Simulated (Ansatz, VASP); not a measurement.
## TaN in VASP and in Ansatz

The input INCAR:

```
PREC     = Accurate       # precision mode
ENCUT    = 520            # plane-wave cutoff, eV
EDIFF    = 1E-6           # SCF threshold, eV
ISMEAR   = 0              # smearing method
SIGMA    = 0.15           # smearing width, eV
LREAL    = False          # projectors in reciprocal space
LASPH    = True           # aspherical terms in the spheres
NELM     = 80             # most SCF steps
ALGO     = Normal         # electronic algorithm
ISIF     = 2              # what is computed and relaxed
LWAVE    = False          # write WAVECAR
LCHARG   = False          # write CHGCAR
GGA      = PE             # functional
NBANDS   = 15             # bands
```

Contents of KPOINTS:

```
Automatic mesh
0
Gamma
  24 24 24
```

The input POSCAR:

```
TaN
1.0
    0.0000000000      2.1423757347      2.1755052563
    2.1423757347      0.0000000000      2.1755052563
    2.1423757347      2.1423757347      0.0000000000
Ta N
1 1
Direct
    0.5000000000      0.5000000000      0.5000000000
    0.0000000000      0.0000000000      0.0000000000
```

Input for Ansatz:

```yaml
crystal:
  lattice:
    - [0.0, 2.1423757347, 2.1755052563]
    - [2.1423757347, 0.0, 2.1755052563]
    - [2.1423757347, 2.1423757347, 0.0]
  atoms:
    - { symbol: Ta, position: [0.5, 0.5, 0.5] }
    - { symbol: "N", position: [0.0, 0.0, 0.0] }
basis:
  ecutwfc: 420
kpoints:
  mp_grid: { grid: [24, 24, 24] }
hamiltonian:
  xc: pbe
scf:
  occupations: { method: gaussian, width: 0.15 }
output:
  forces: true
  stress: true
  eigenvalues: true
```

Change from the starting cell: strain -0.030 along x and y, -0.015 along z, atoms carried along.

Alike in both runs: task single point; functional PBE; k mesh 24 × 24 × 24; occupations gaussian, width 0.15 eV; no spin polarisation.

|  | VASP | Ansatz |
| --- | --- | --- |
| version | VASP 6.6.1 | Ansatz 0.2.0 |
| potentials or method | VASP PAW PBE potentials, release 64 (Ta_pv, N), cutoff 520 eV | scalar-relativistic, plane waves, PAW |
| valence electrons in the cell | 16 | 18 |

|  | VASP | Ansatz | Ansatz less VASP |
| --- | --- | --- | --- |
| gap on the k mesh at the Fermi level (eV) | none | none | - |
| pressure (GPa) | 31.0 | 29.8 | -1.17 |
| traceless stress, the component that is largest in VASP (GPa) | -8.27 | -8.22 | +0.046 |

A gap of «none» marks a metal or a gap that the smearing closes. Both programs put the cell under a high pressure, so it lies far from rest at this level. VASP's potentials hold 16 valence electrons a cell and Ansatz's 18, so a difference there can come from the potentials and not from the codes.

Spin-orbit coupling is off throughout.
